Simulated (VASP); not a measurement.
# Si (P-3m1) in VASP: a series of runs

The runs below take Si through single point, relaxation of cell and atoms, with PBE.

Program: VASP 6.6.1. These are calculated values, not measurements. Logs are shortened: lines on timing, memory, paths and dates and some standing lists are left out, and cuts for length are marked.

## (1) The cell of the first run

The structure is trigonal, space group P-3m1 (No. 164). Conventional cell: a = 3.326 Å, b = 3.326 Å, c = 5.541 Å, α = 90.00°, β = 90.00°, γ = 120.00°. Within 3.1 Å of Si (site symmetry 3m) lie 7 Si at 2.18 to 3.00 Å. Si (site symmetry 3m) has 9 Si at 2.18 to 3.00 Å within 3.1 Å.

The cell was built from a structure type or drawn by symmetry, and may not be a known phase.

## (2) Single point, PBE

INCAR

```
SYSTEM = Si
PREC = Accurate ; ENCUT = 520
EDIFF = 1E-6 ; ISMEAR = 0
SIGMA = 0.1 ; LREAL = .FALSE.
LASPH = .TRUE. ; NELM = 60
ALGO = Normal ; ISIF = 2
LWAVE = .FALSE. ; LCHARG = .TRUE.
GGA = PE ; LELF = .TRUE.
LVHAR = .TRUE. ; NBANDS = 16
```

KPOINTS

```
regular mesh
0
G
  6 6 4
  0 0 0
```

POSCAR

```
Si
1.0
    3.3255525900      0.0000000000      0.0000000000
   -1.6627763000      2.8800130300      0.0000000000
    0.0000000000      0.0000000000      5.5411103900
Si
4
Direct
    0.0000000000      0.0000000000      0.8025568000
    0.0000000000      0.0000000000      0.1974432000
    0.3333333300      0.6666666700      0.6146058900
    0.6666666700      0.3333333300      0.3853941100
```

Potentials or basis: VASP PAW PBE potentials, release 64 (Si).

The run is started by

```sh
$ cat potpaw_PBE.64/Si/POTCAR > POTCAR
$ mpirun -np 1 vasp_std > vasp.out
```

OUTCAR:

```text
SYSTEM = Si
   PREC = Accurate
   ENCUT = 520
   EDIFF = 1E-6
   ISMEAR = 0
   LREAL = .FALSE.
   LASPH = .TRUE.
   NELM = 60
   ISIF = 2
   GGA = PE

 ion  position               nearest neighbor table
   1  0.000  0.000  0.803-   3 2.18   3 2.18   3 2.18   2 2.19   4 3.00   4 3.00   4 3.00
   2  0.000  0.000  0.197-   4 2.18   4 2.18   4 2.18   1 2.19   3 3.00   3 3.00   3 3.00
   3  0.333  0.667  0.615-   1 2.18   1 2.18   1 2.18   4 2.30   4 2.30   4 2.30   2 3.00   2 3.00
                             2 3.00
   4  0.667  0.333  0.385-   2 2.18   2 2.18   2 2.18   3 2.30   3 2.30   3 2.30   1 3.00   1 3.00
                             1 3.00

  LATTYP: Found a hexagonal cell.
 ALAT       =     3.3255525900
 C/A-ratio  =     1.6662224518

  Lattice vectors:

 A1 = (   3.3255525900,   0.0000000000,   0.0000000000)
 A2 = (  -1.6627763000,   2.8800130300,   0.0000000000)
 A3 = (   0.0000000000,   0.0000000000,   5.5411103900)

Analysis of symmetry for initial positions (statically):
=====================================================================
 Subroutine PRICEL returns:
 Original cell was already a primitive cell.

 Routine SETGRP: Setting up the symmetry group for a
 hexagonal supercell.

 Subroutine GETGRP returns: Found 12 space group operations
 (whereof 12 operations were pure point group operations)
 out of a pool of 24 trial point group operations.

The static configuration has the point symmetry D_3d.

Analysis of symmetry for dynamics (positions and initial velocities):
=====================================================================
 Subroutine PRICEL returns:
 Original cell was already a primitive cell.

 Routine SETGRP: Setting up the symmetry group for a
 hexagonal supercell.

 Subroutine GETGRP returns: Found 12 space group operations
 (whereof 12 operations were pure point group operations)
 out of a pool of 24 trial point group operations.

The dynamic configuration has the point symmetry D_3d.

 Subroutine INISYM returns: Found 12 space group operations
 (whereof 12 operations are pure point group operations),
 and found     1 'primitive' translations

----------------------------------------------------------------------------------------

                                     Primitive cell

  volume of cell :      53.0707

  direct lattice vectors                    reciprocal lattice vectors
     3.325552590  0.000000000  0.000000000     0.300701905  0.173610326  0.000000000
    -1.662776300  2.880013030  0.000000000     0.000000000  0.347220651  0.000000000
     0.000000000  0.000000000  5.541110390     0.000000000  0.000000000  0.180469243

  length of vectors
     3.325552590  3.325552597  5.541110390     0.347220652  0.347220651  0.180469243

  position of ions in fractional coordinates (direct lattice)
     0.000000000  0.000000000  0.802556800
     0.000000000  0.000000000  0.197443200
     0.333333330  0.666666670  0.614605890
     0.666666670  0.333333330  0.385394110

  ion indices of the primitive-cell ions
   primitive index   ion index
                 1           1
                 2           2
                 3           3
                 4           4

----------------------------------------------------------------------------------------

 KPOINTS: regular mesh

Automatic generation of k-mesh.
 Grid dimensions read from file:
 generate k-points for:    6    6    4

 Generating k-lattice:

  Cartesian coordinates                     Fractional coordinates (reciprocal lattice)
     0.050116984  0.028935054  0.000000000     0.166666667  0.000000000  0.000000000
     0.000000000  0.057870109  0.000000000     0.000000000  0.166666667  0.000000000
     0.000000000  0.000000000  0.045117311     0.000000000  0.000000000  0.250000000

  Length of vectors
     0.057870109  0.057870109  0.045117311

  Shift w.r.t. Gamma in fractional coordinates (k-lattice)
     0.000000000  0.000000000  0.000000000

 Subroutine IBZKPT returns following result:
 ===========================================

 Found     24 irreducible k-points:

 Following reciprocal coordinates:
            Coordinates               Weight
  0.000000  0.000000  0.000000      1.000000
  0.166667 -0.000000  0.000000      6.000000
  0.333333  0.000000  0.000000      6.000000
  0.500000  0.000000  0.000000      3.000000
  0.166667  0.166667  0.000000      6.000000
  0.333333  0.166667  0.000000     12.000000
[... 16 lines left out ...]
  0.333333  0.166667  0.500000     12.000000
  0.333333  0.333333  0.500000      2.000000
   k-points           NKPTS =     24   k-points in BZ     NKDIM =     24   number of bands    NBANDS=     16
   number of dos      NEDOS =    301   number of ions     NIONS =      4
   total plane-waves  NPLWV =  32928
   dimension x,y,z NGX =    28 NGY =   28 NGZ =   42
   dimension x,y,z NGXF=    56 NGYF=   56 NGZF=   84
   ions per type =               4
   NGX,Y,Z   is equivalent  to a cutoff of  14.00, 14.00, 12.60 a.u.
   NGXF,Y,Z  is equivalent  to a cutoff of  27.99, 27.99, 25.20 a.u.
 SYSTEM =  Si
   PREC   = accura    normal or accurate (medium, high low for compatibility)
   ISTART =      0    job   : 0-new  1-cont  2-samecut
   ICHARG =      2    charge: 1-file 2-atom 10-const
   ISPIN  =      1    spin polarized calculation?
   LNONCOLLINEAR =      F non collinear calculations
   LSORBIT =      F    spin-orbit coupling
   LASPH  =      T    aspherical Exc in radial PAW
   ENCUT  =  520.0 eV  38.22 Ry    6.18 a.u.   6.18  6.18 10.30*2*pi/ulx,y,z
   NELM   =     60;   NELMIN=  2; NELMDL= -5     # of ELM steps
   EDIFF  = 0.1E-05   stopping-criterion for ELM
   LREAL  =      F    real-space projection
[... 7 lines left out ...]
   TEBEG  =    0.0;   TEEND  =   0.0 temperature during run
   PSTRESS=    0.0 pullay stress
   NELECT =      16.0000    total number of electrons
   NUPDOWN=      -1.0000    fix difference up-down
   EMIN   =  10.00;   EMAX   =-10.00  energy-range for DOS
   EFERMI =   0.00;   METHOD = LEGACY
   ISMEAR =     0;   SIGMA  =   0.10  broadening in eV -4-tet -1-fermi 0-gaus
   EFERMI_NEDOS =   21; number of points for ismear=-14 and -15
   IALGO  =     38    algorithm
   IMIX   =      4    mixing-type and parameters
     AMIX     =   0.40;   BMIX     =  1.00
     AMIX_MAG =   1.60;   BMIX_MAG =  1.00
  volume/ion in A,a.u.               =      13.27        89.53
  Fermi-wavevector in a.u.,A,eV,Ry     =   1.097732  2.074413 16.395243  1.205016
  Thomas-Fermi vector in A             =   2.234098
   LORBIT       =      0    0 simple, 1 ext, 2 COOP (PROOUT), +10 PAW based schemes
   GGA     = PE    functional components
   LHFCALC =     F    Hartree Fock is set to
   AEXX    =    0.0000 exact exchange contribution
   IVDW    =     0    specifies the selected vdW correction
   LEPSILON=     F    determine dielectric tensor
   LRPA    =     F    only Hartree local field effects (RPA)
 non-spin polarized calculation
 Gauss-broadening in eV      SIGMA  =   0.10
  energy-cutoff  :      520.00
  volume of cell :       53.07
 maximum number of plane-waves:      1460
 NGX is ok and might be reduce to    28
   NGX = 13   NGY = 13   NGZ = 21

 number of electron      16.0000000 magnetization

 Free energy of the ion-electron system (eV)
  ---------------------------------------------------
  ext. energy  EPLUGINS =         0.00000000
  ---------------------------------------------------
  free energy    TOTEN  =       -17.58194771 eV

  energy without entropy =      -17.57865117  energy(sigma->0) =      -17.58029944

 E-fermi :  10.4895     XC(G=0): -11.2567

 val. band max:       10.4298961898   @ k =   0.0000   0.0000   0.2500
 cond. band min:      10.5350502598   @ k =   0.0000   0.0000   0.5000
 fundamental gap:      0.1051540700
 Fermi energy:        10.4895183262

 k-point     1 :       0.0000    0.0000    0.0000
  band No.  band energies     occupation
      1      -4.8651      2.00000
      2      -0.3659      2.00000
      3       1.4137      2.00000
      4      10.1157      2.00000
      5      10.1157      2.00000
      6      10.3737      1.89853
[... 8 lines left out ...]
     15      16.2903      0.00000
     16      16.6586      0.00000

 k-point     2 :       0.1667   -0.0000    0.0000
  band No.  band energies     occupation
      1      -4.3894      2.00000
      2       0.0887      2.00000
      3       1.8142      2.00000
      4       6.6183      2.00000
      5       8.2823      2.00000
      6       9.6366      2.00000
[... 8 lines left out ...]
     15      17.1920      0.00000
     16      17.9737      0.00000

 k-point     3 :       0.3333    0.0000    0.0000
  band No.  band energies     occupation
      1      -2.9763      2.00000
      2       1.3617      2.00000
      3       2.3521      2.00000
      4       3.4688      2.00000
      5       6.6989      2.00000
      6       7.0328      2.00000
[... 8 lines left out ...]
     15      18.2418      0.00000
     16      20.4114      0.00000

 k-point     4 :       0.5000    0.0000    0.0000
  band No.  band energies     occupation
      1      -0.8750      2.00000
      2      -0.4457      2.00000
      3       3.4127      2.00000
      4       4.0758      2.00000
      5       4.3223      2.00000
      6       6.6106      2.00000
[... 8 lines left out ...]
     15      19.4399      0.00000
     16      19.8197      0.00000
[... 324 lines left out ...]
 k-point    22 :       0.1667    0.1667    0.5000
  band No.  band energies     occupation
      1      -3.0675      2.00000
      2      -0.8153      2.00000
      3       5.0562      2.00000
      4       5.1417      2.00000
      5       6.2423      2.00000
      6       7.0381      2.00000
[... 8 lines left out ...]
     15      17.5154      0.00000
     16      17.8456      0.00000

 k-point    23 :       0.3333    0.1667    0.5000
  band No.  band energies     occupation
      1      -1.1958      2.00000
      2       0.7468      2.00000
      3       1.6563      2.00000
      4       3.7586      2.00000
      5       4.5808      2.00000
      6       6.6181      2.00000
[... 8 lines left out ...]
     15      18.0941      0.00000
     16      20.8261      0.00000

 k-point    24 :       0.3333    0.3333    0.5000
  band No.  band energies     occupation
      1       1.0324      2.00000
      2       1.1089      2.00000
      3       1.1089      2.00000
      4       1.9032      2.00000
      5       4.3708      2.00000
      6       4.3708      2.00000
[... 8 lines left out ...]
     15      17.6562      0.00000
     16      20.2600      0.00000

------------------------ aborting loop because EDIFF is reached ----------------------------------------

  FORCE on cell =-STRESS in cart. coord.  units (eV):
  Direction    XX          YY          ZZ          XY          YZ          ZX
  --------------------------------------------------------------------------------------
  -------------------------------------------------------------------------------------
  Total       18.0508508     18.0508509     18.4775323     -0.0000000      0.0000000     -0.0000000
  in kB      544.9456436    544.9456457    557.8269306     -0.0000009      0.0000000     -0.0000000
  external PRESSURE =     549.2394067 kB  Pullay stress =       0.0000000 kB

 VOLUME and BASIS-vectors are now :
 -----------------------------------------------------------------------------
  energy-cutoff  :      520.00
  volume of cell :       53.07
      direct lattice vectors                 reciprocal lattice vectors
     3.325552590  0.000000000  0.000000000     0.300701905  0.173610326  0.000000000
    -1.662776300  2.880013030  0.000000000     0.000000000  0.347220651  0.000000000
     0.000000000  0.000000000  5.541110390     0.000000000  0.000000000  0.180469243

 POSITION                                       TOTAL-FORCE (eV/Angst)
 -----------------------------------------------------------------------------------
      0.00000      0.00000      4.44706         0.000000      0.000000      1.846095
      0.00000      0.00000      1.09405        -0.000000      0.000000     -1.846095
     -0.00000      1.92001      3.40560        -0.000000      0.000000      0.276676
      1.66278      0.96000      2.13551         0.000000      0.000000     -0.276676
 -----------------------------------------------------------------------------------
    total drift:                                0.000000      0.000000     -0.000000

  FREE ENERGIE OF THE ION-ELECTRON SYSTEM (eV)
  ---------------------------------------------------
  free  energy   TOTEN  =       -17.5819477084 eV

  energy  without entropy=      -17.5786511706  energy(sigma->0) =      -17.58029944
```

Run time: 16 s. Hardware: 1 thread of Intel Xeon Platinum 8488C (Sapphire Rapids), shared host; peak memory 0.17 GiB.

Results:

```yaml
Free_energy: -17.5819 eV
Pressure: 54.9 GPa
Largest_force: 1.846 eV/Å
Band_gap_on_the_k_mesh: zero (bands 8 and 9 overlap by 2.86 eV)
```

Forces in eV/Å, atoms in the order of the input:
```
Si   0.000  0.000  1.846
Si   0.000  0.000 -1.846
Si   0.000  0.000  0.277
Si   0.000  0.000 -0.277
```

Stress tensor (GPa, compression positive):
```
54.49  0.00  0.00
 0.00 54.49  0.00
 0.00  0.00 55.78
```

Caveat: the k points lie up to 0.36 Å⁻¹ apart, too coarse for converged energies and pressures of a metal; forces of over 1 eV/Å act on the atoms, so gaps and moduli don't describe the material at rest.

## (3) Single point, PBE

This run uses another cell than the first one, of 18.95 Å³/atom.

INCAR

```
SYSTEM = Si
PREC = Accurate ; ENCUT = 520
EDIFF = 1E-6 ; ISMEAR = 0
SIGMA = 0.1 ; LREAL = .FALSE.
LASPH = .TRUE. ; NELM = 100
ALGO = Normal ; ISIF = 2
LWAVE = .FALSE. ; LCHARG = .FALSE.
GGA = PE ; NBANDS = 16
```

KPOINTS is that of step 2.

POSCAR

```
Si
1.0
    3.7347911002      0.0000000032      0.0000000000
   -1.8673955529      3.2344239690      0.0000000000
    0.0000000000      0.0000000000      6.2744784993
Si
4
Direct
    0.0000000000      0.0000000000      0.8123061662
    0.0000000000      0.0000000000      0.1876938338
    0.3333333333      0.6666666667      0.6564491569
    0.6666666667      0.3333333333      0.3435508431
```

Potentials or basis: VASP PAW PBE potentials, release 64 (Si).

The run is started by

```sh
$ cat potpaw_PBE.64/Si/POTCAR > POTCAR
$ mpirun -np 1 vasp_std > vasp.out
```

Run time: 23 s. Hardware: 1 thread of Intel Xeon Platinum 8488C (Sapphire Rapids), shared host; peak memory 0.18 GiB.

The run converged. Its results:

- Free energy: -20.4611 eV
- Pressure: -0.1 GPa
- Largest force: 0.022 eV/Å
- Band gap on the k mesh: zero (bands 8 and 9 overlap by 1.89 eV)

Forces on the atoms (eV/Å):
```
Si   0.000  0.000 -0.007
Si   0.000  0.000  0.007
Si   0.000  0.000  0.022
Si   0.000  0.000 -0.022
```

Levels at points of the mesh, in eV from the Fermi level:
```csv
k point,band 4,band 5,band 6,band 7,band 8,band 9,band 10,band 11,band 12,band 13
"(0.00, 0.00, 0.00)",-0.40,-0.40,0.17,0.17,0.38,2.19,2.74,3.17,3.17,3.72
"(0.50, 0.00, 0.00)",-6.09,-4.41,-2.55,-2.48,-0.66,0.20,2.49,2.56,3.16,5.29
"(0.00, 0.00, 0.50)",-3.73,-0.23,-0.23,0.15,0.15,2.34,2.34,3.17,3.22,4.22
"(0.50, 0.00, 0.50)",-6.38,-2.21,-2.10,-1.56,-1.44,-0.81,1.39,2.45,2.79,5.59
```

## (4) Relaxation of cell and atoms, PBE

INCAR

```
SYSTEM = Si
PREC     = Accurate       ! precision mode
ENCUT    = 600            ! plane-wave cutoff, eV
EDIFF    = 1E-6           ! SCF threshold, eV
ISMEAR   = 0              ! smearing method
SIGMA    = 0.1            ! smearing width, eV
LREAL    = .False.        ! projectors in reciprocal space
LASPH    = .True.         ! aspherical terms in the spheres
NELM     = 100            ! most SCF steps
ALGO     = Normal         ! electronic algorithm
ISIF     = 3              ! what is computed and relaxed
LWAVE    = .False.        ! write WAVECAR
LCHARG   = .False.        ! write CHGCAR
GGA      = PE             ! functional
IBRION   = 2              ! ionic algorithm
NSW      = 90             ! ionic steps
EDIFFG   = -0.04          ! ionic threshold
```

KPOINTS

```
regular mesh
0
Gamma
  6 6 4
  0 0 0
```

POSCAR

```
Si
1.0
    3.3255525900      0.0000000000      0.0000000000
   -1.6627763000      2.8800130300      0.0000000000
    0.0000000000      0.0000000000      5.5411103900
Si
4
Direct
    0.0000000000      0.0000000000      0.8025568000
    0.0000000000      0.0000000000      0.1974432000
    0.3333333300      0.6666666700      0.6146058900
    0.6666666700      0.3333333300      0.3853941100
```

The run is started by

```sh
$ cat potpaw_PBE.64/Si/POTCAR > POTCAR
$ mpirun -np 1 vasp_std > vasp.out
```

It took 2.6 min on 1 thread of Intel Xeon Platinum 8488C (Sapphire Rapids), shared host; peak memory 0.18 GiB.

The run converged. Its results:

```
Free energy                           : -20.4592 eV
Relaxed volume                        : 18.97 Å³/atom
Relaxed cell                          : a = 3.737 Å, b = 3.737 Å, c = 6.272 Å, α = 90.00°, β = 90.00°, γ = 120.00°
Space group after relaxing (to 0.1 Å) : P-3m1 (No. 164)
Energy gained by relaxing             : 719.3 meV/atom
Ionic steps                           : 21
Pressure after relaxing               : 0.0 GPa
Largest force after relaxing          : 0.037 eV/Å
Band gap on the k mesh                : zero (bands 8 and 9 overlap by 1.88 eV)
```

Forces in eV/Å, atoms in the order of the input:
```
Si   0.000  0.000  0.037
Si   0.000  0.000 -0.037
Si   0.000  0.000 -0.023
Si   0.000  0.000  0.023
```

Step by step:
| step | energy change (eV) | largest force (eV/Å) | pressure (GPa) | volume (Å³) |
| --- | --- | --- | --- | --- |
| 1 | 0.0000 | 1.8462 | 54.93 | 53.07 |
| 2 | -1.3326 | 0.8738 | -13.06 | 96.24 |
| 3 | -2.6255 | 0.9694 | -0.55 | 73.10 |
| 4 | -2.6266 | 0.9669 | -0.02 | 72.66 |
| 5 | -2.6262 | 0.9643 | 0.52 | 72.22 |
| 6 | -2.7147 | 0.6415 | 0.05 | 72.80 |
| 7 | -2.7334 | 0.5472 | 0.01 | 73.15 |
| 8 | -2.7345 | 0.6114 | 0.04 | 73.24 |
| 9 | -2.7942 | 0.3915 | -0.05 | 73.60 |
| 10 | -2.8234 | 0.8241 | 0.91 | 74.61 |
| 11 | -2.8422 | 0.2549 | 0.30 | 74.18 |
| 12 | -2.8426 | 0.3161 | 0.37 | 74.23 |
| 13 | -2.8569 | 0.1854 | 0.17 | 75.08 |
| 14 | -2.8623 | 0.0617 | -0.06 | 76.25 |
| 15 | -2.8680 | 0.0886 | -0.23 | 76.68 |
| 16 | -2.8689 | 0.0979 | -0.32 | 76.90 |
| 17 | -2.8716 | 0.0930 | -0.18 | 76.63 |
| 18 | -2.8741 | 0.1350 | 0.13 | 76.11 |
| 19 | -2.8753 | 0.1020 | 0.04 | 76.10 |
| 20 | -2.8768 | 0.0159 | -0.19 | 76.09 |
| 21 | -2.8771 | 0.0371 | 0.02 | 75.87 |

Final structure:
```
Si
1.0
     3.73745    0.00000    0.00000
    -1.86873    3.23673    0.00000
     0.00000    0.00000    6.27208
Si
4
Direct
  0.00000 0.00000 0.81205
  0.00000 0.00000 0.18795
  0.33333 0.66667 0.65785
  0.66667 0.33333 0.34215
```

Levels at points of the mesh, in eV from the Fermi level:
| k point | band 6 | band 7 | band 8 | band 9 | band 10 | band 11 |
| --- | --- | --- | --- | --- | --- | --- |
| (0.00, 0.00, 0.00) | 0.17 | 0.17 | 0.43 | 2.20 | 2.73 | 3.19 |
| (0.50, 0.00, 0.00) | -2.54 | -2.44 | -0.67 | 0.24 | 2.51 | 2.57 |
| (0.00, 0.00, 0.50) | -0.23 | 0.14 | 0.14 | 2.37 | 2.37 | 3.17 |
| (0.50, 0.00, 0.50) | -2.08 | -1.56 | -1.40 | -0.78 | 1.42 | 2.45 |

Caveat: the k points lie up to 0.32 Å⁻¹ apart in the final cell, too coarse for converged energies and pressures of a metal; the volume moved by over 15 % at a fixed basis, so the end points are rough.

[end of part 1 of 2]
